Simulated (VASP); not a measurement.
# AlRu (Pm-3m) in VASP: notebook, part 2 of 3

VASP 6.6.1.

**4. Single point, PBEsol (volume scaled by 0.88)**

File INCAR:

```
SYSTEM = AlRu
PREC = Accurate
ENCUT = 520
EDIFF = 1E-7
ISMEAR = 0
SIGMA = 0.1
LREAL = .False.
LASPH = .True.
NELM = 80
ALGO = Normal
ISIF = 2
LWAVE = .False.
LCHARG = .False.
GGA = PS
NBANDS = 16
```

File KPOINTS:

```
regular mesh
0
Gamma
  14 14 14
  0 0 0
```

File POSCAR:

```
AlRu
1.0
    2.8522439091      0.0000000000      0.0000000000
    0.0000000000      2.8522439091      0.0000000000
    0.0000000000      0.0000000000      2.8522439091
Al Ru
1 1
Direct
    0.0000000000      0.0000000000      0.0000000000
    0.5000000000      0.5000000000      0.5000000000
```

Potentials or basis: VASP PAW PBE potentials, release 64 (Al, Ru_pv).

The run is started by

```
cat potpaw_PBE.64/Al/POTCAR potpaw_PBE.64/Ru_pv/POTCAR > POTCAR
mpirun -np 1 vasp_std > vasp.out
```

OUTCAR:

```text
SYSTEM = AlRu
   PREC = Accurate
   ENCUT = 520
   EDIFF = 1E-7
   ISMEAR = 0
   LREAL = .False.
   LASPH = .True.
   NELM = 80
   ISIF = 2
   GGA = PS

 ion  position               nearest neighbor table
   1  0.000  0.000  0.000-   2 2.47   2 2.47   2 2.47   2 2.47   2 2.47   2 2.47   2 2.47   2 2.47

   2  0.500  0.500  0.500-   1 2.47   1 2.47   1 2.47   1 2.47   1 2.47   1 2.47   1 2.47   1 2.47

  LATTYP: Found a simple cubic cell.
 ALAT       =     2.8522439091

  Lattice vectors:

 A1 = (   2.8522439091,   0.0000000000,   0.0000000000)
 A2 = (   0.0000000000,   2.8522439091,   0.0000000000)
 A3 = (   0.0000000000,   0.0000000000,   2.8522439091)

Analysis of symmetry for initial positions (statically):
=====================================================================
 Subroutine PRICEL returns:
 Original cell was already a primitive cell.

 Routine SETGRP: Setting up the symmetry group for a
 simple cubic supercell.

 Subroutine GETGRP returns: Found 48 space group operations
 (whereof 48 operations were pure point group operations)
 out of a pool of 48 trial point group operations.

The static configuration has the point symmetry O_h .

Analysis of symmetry for dynamics (positions and initial velocities):
=====================================================================
 Subroutine PRICEL returns:
 Original cell was already a primitive cell.

 Routine SETGRP: Setting up the symmetry group for a
 simple cubic supercell.

 Subroutine GETGRP returns: Found 48 space group operations
 (whereof 48 operations were pure point group operations)
 out of a pool of 48 trial point group operations.

The dynamic configuration has the point symmetry O_h .

 Subroutine INISYM returns: Found 48 space group operations
 (whereof 48 operations are pure point group operations),
 and found     1 'primitive' translations

----------------------------------------------------------------------------------------

                                     Primitive cell

  volume of cell :      23.2038

  direct lattice vectors                    reciprocal lattice vectors
     2.852243909  0.000000000  0.000000000     0.350601152  0.000000000  0.000000000
     0.000000000  2.852243909  0.000000000     0.000000000  0.350601152  0.000000000
     0.000000000  0.000000000  2.852243909     0.000000000  0.000000000  0.350601152

  length of vectors
     2.852243909  2.852243909  2.852243909     0.350601152  0.350601152  0.350601152

  position of ions in fractional coordinates (direct lattice)
     0.000000000  0.000000000  0.000000000
     0.500000000  0.500000000  0.500000000

  ion indices of the primitive-cell ions
   primitive index   ion index
                 1           1
                 2           2

----------------------------------------------------------------------------------------

 KPOINTS: regular mesh

Automatic generation of k-mesh.
 Grid dimensions read from file:
 generate k-points for:   14   14   14

 Generating k-lattice:

  Cartesian coordinates                     Fractional coordinates (reciprocal lattice)
     0.025042939  0.000000000  0.000000000     0.071428571  0.000000000  0.000000000
     0.000000000  0.025042939  0.000000000     0.000000000  0.071428571  0.000000000
     0.000000000  0.000000000  0.025042939     0.000000000  0.000000000  0.071428571

  Length of vectors
     0.025042939  0.025042939  0.025042939

  Shift w.r.t. Gamma in fractional coordinates (k-lattice)
     0.000000000  0.000000000  0.000000000

 Subroutine IBZKPT returns following result:
 ===========================================

 Found    120 irreducible k-points:

 Following reciprocal coordinates:
            Coordinates               Weight
  0.000000  0.000000  0.000000      1.000000
  0.071429  0.000000  0.000000      6.000000
  0.142857  0.000000  0.000000      6.000000
  0.214286  0.000000  0.000000      6.000000
  0.285714  0.000000  0.000000      6.000000
  0.357143  0.000000  0.000000      6.000000
[... 16 lines left out ...]
  0.285714  0.214286  0.000000     24.000000
  0.357143  0.214286  0.000000     24.000000
 [... further k-points ...]
   k-points           NKPTS =    120   k-points in BZ     NKDIM =    120   number of bands    NBANDS=     16
   number of dos      NEDOS =    301   number of ions     NIONS =      2
   total plane-waves  NPLWV =  13824
   dimension x,y,z NGX =    24 NGY =   24 NGZ =   24
   dimension x,y,z NGXF=    48 NGYF=   48 NGZF=   48
   ions per type =               1   1
   NGX,Y,Z   is equivalent  to a cutoff of  13.99, 13.99, 13.99 a.u.
   NGXF,Y,Z  is equivalent  to a cutoff of  27.98, 27.98, 27.98 a.u.
 SYSTEM =  AlRu
   PREC   = accura    normal or accurate (medium, high low for compatibility)
   ISTART =      0    job   : 0-new  1-cont  2-samecut
   ICHARG =      2    charge: 1-file 2-atom 10-const
   ISPIN  =      1    spin polarized calculation?
   LNONCOLLINEAR =      F non collinear calculations
   LSORBIT =      F    spin-orbit coupling
   LASPH  =      T    aspherical Exc in radial PAW
   ENCUT  =  520.0 eV  38.22 Ry    6.18 a.u.   5.30  5.30  5.30*2*pi/ulx,y,z
   NELM   =     80;   NELMIN=  2; NELMDL= -5     # of ELM steps
   EDIFF  = 0.1E-06   stopping-criterion for ELM
   LREAL  =      F    real-space projection
   EDIFFG = 0.1E-05   stopping-criterion for IOM
   NSW    =      0    number of steps for IOM
   IBRION =     -1    ionic relax: 0-MD 1-quasi-New 2-CG
   NFREE  =      0    steps in history (QN), initial steepest desc. (CG)
   ISIF   =      2    stress and relaxation
   ISYM   =      2    0-nonsym 1-usesym 2-fastsym
   POTIM  = 0.5000    time-step for ionic-motion
   TEBEG  =    0.0;   TEEND  =   0.0 temperature during run
   PSTRESS=    0.0 pullay stress
   NELECT =      17.0000    total number of electrons
   NUPDOWN=      -1.0000    fix difference up-down
   EMIN   =  10.00;   EMAX   =-10.00  energy-range for DOS
   EFERMI =   0.00;   METHOD = LEGACY
   ISMEAR =     0;   SIGMA  =   0.10  broadening in eV -4-tet -1-fermi 0-gaus
   EFERMI_NEDOS =   21; number of points for ismear=-14 and -15
   IALGO  =     38    algorithm
   IMIX   =      4    mixing-type and parameters
     AMIX     =   0.40;   BMIX     =  1.00
     AMIX_MAG =   1.60;   BMIX_MAG =  1.00
  volume/ion in A,a.u.               =      11.60        78.29
  Fermi-wavevector in a.u.,A,eV,Ry     =   1.475835  2.788924 29.634700  2.178089
  Thomas-Fermi vector in A             =   2.590436
   LORBIT       =      0    0 simple, 1 ext, 2 COOP (PROOUT), +10 PAW based schemes
   GGA     = PS    functional components
   LHFCALC =     F    Hartree Fock is set to
   AEXX    =    0.0000 exact exchange contribution
   IVDW    =     0    specifies the selected vdW correction
   LEPSILON=     F    determine dielectric tensor
   LRPA    =     F    only Hartree local field effects (RPA)
 non-spin polarized calculation
 Gauss-broadening in eV      SIGMA  =   0.10
  energy-cutoff  :      520.00
  volume of cell :       23.20
 maximum number of plane-waves:       640
 NGX is ok and might be reduce to    24
   NGX = 11   NGY = 11   NGZ = 11

 number of electron      17.0000002 magnetization

 Free energy of the ion-electron system (eV)
  ---------------------------------------------------
  ext. energy  EPLUGINS =         0.00000000
  ---------------------------------------------------
  free energy    TOTEN  =       -15.18799583 eV

  energy without entropy =      -15.18027620  energy(sigma->0) =      -15.18413602

 E-fermi :  12.7545     XC(G=0): -13.4424

 val. band max:       12.7351060951   @ k =   0.0714   0.0714   0.0714
 cond. band min:      12.7639520299   @ k =   0.1429   0.0714   0.0714
 fundamental gap:      0.0288459348
 Fermi energy:        12.7545017772

 k-point     1 :       0.0000    0.0000    0.0000
  band No.  band energies     occupation
      1     -28.9998      2.00000
      2     -28.9998      2.00000
      3     -28.9998      2.00000
      4       2.2092      2.00000
      5       8.3023      2.00000
      6       8.3023      2.00000
[... 8 lines left out ...]
     15      24.7637      0.00000
     16      30.7280      0.00000
[... 419 lines left out ...]
 k-point    24 :       0.3571    0.2143    0.0000
  band No.  band energies     occupation
      1     -29.2744      2.00000
      2     -29.1101      2.00000
      3     -28.9624      2.00000
      4       5.3506      2.00000
      5       8.1842      2.00000
      6       9.6517      2.00000
[... 8 lines left out ...]
     15      26.8625      0.00000
     16      28.3282      0.00000

 [... further k-points ...]
[... 5 lines left out ...]
  --------------------------------------------------------------------------------------
  -------------------------------------------------------------------------------------
  Total        5.3971602      5.3971602      5.3971602      0.0000000     -0.0000000      0.0000000
  in kB      372.6626832    372.6626832    372.6626832      0.0000000     -0.0000000      0.0000000
  external PRESSURE =     372.6626832 kB  Pullay stress =       0.0000000 kB

 VOLUME and BASIS-vectors are now :
 -----------------------------------------------------------------------------
  energy-cutoff  :      520.00
  volume of cell :       23.20
      direct lattice vectors                 reciprocal lattice vectors
     2.852243909  0.000000000  0.000000000     0.350601152  0.000000000  0.000000000
     0.000000000  2.852243909  0.000000000     0.000000000  0.350601152  0.000000000
     0.000000000  0.000000000  2.852243909     0.000000000  0.000000000  0.350601152

 POSITION                                       TOTAL-FORCE (eV/Angst)
 -----------------------------------------------------------------------------------
      0.00000      0.00000      0.00000         0.000000      0.000000      0.000000
      1.42612      1.42612      1.42612         0.000000      0.000000      0.000000
 -----------------------------------------------------------------------------------
    total drift:                                0.000000     -0.000000     -0.000000

  FREE ENERGIE OF THE ION-ELECTRON SYSTEM (eV)
  ---------------------------------------------------
  free  energy   TOTEN  =       -15.1879958346 eV

  energy  without entropy=      -15.1802762000  energy(sigma->0) =      -15.18413602
```

Run time: 22 s. Hardware: 1 thread of Intel Xeon Platinum 8259CL at 2.50GHz (Skylake/Cascade Lake), shared host; peak memory 0.16 GiB.

Results:

| Quantity | Value |
| --- | --- |
| Free energy | -15.1880 eV |
| Pressure | 37.3 GPa |

Levels at points of the mesh, in eV from the Fermi level:
```csv
k point,band 5,band 6,band 7,band 8,band 9,band 10,band 11,band 12,band 13,band 14
"(0.00, 0.00, 0.00)",-4.45,-4.45,0.24,0.24,0.24,6.81,6.81,6.81,11.86,11.86
"(0.50, 0.00, 0.00)",-5.71,-3.47,-1.94,-1.94,0.57,2.87,7.30,11.75,11.75,12.01
"(0.50, 0.50, 0.00)",-3.72,-1.47,-1.47,-1.44,-1.44,1.92,6.31,7.86,11.76,12.01
"(0.50, 0.50, 0.50)",-5.51,-5.51,2.05,2.05,3.50,4.49,4.49,4.49,10.02,10.02
```

Caveat: the PAW data sets were made with another functional, which shifts forces and pressure a little.

(Part 2 of 3 ends here.)
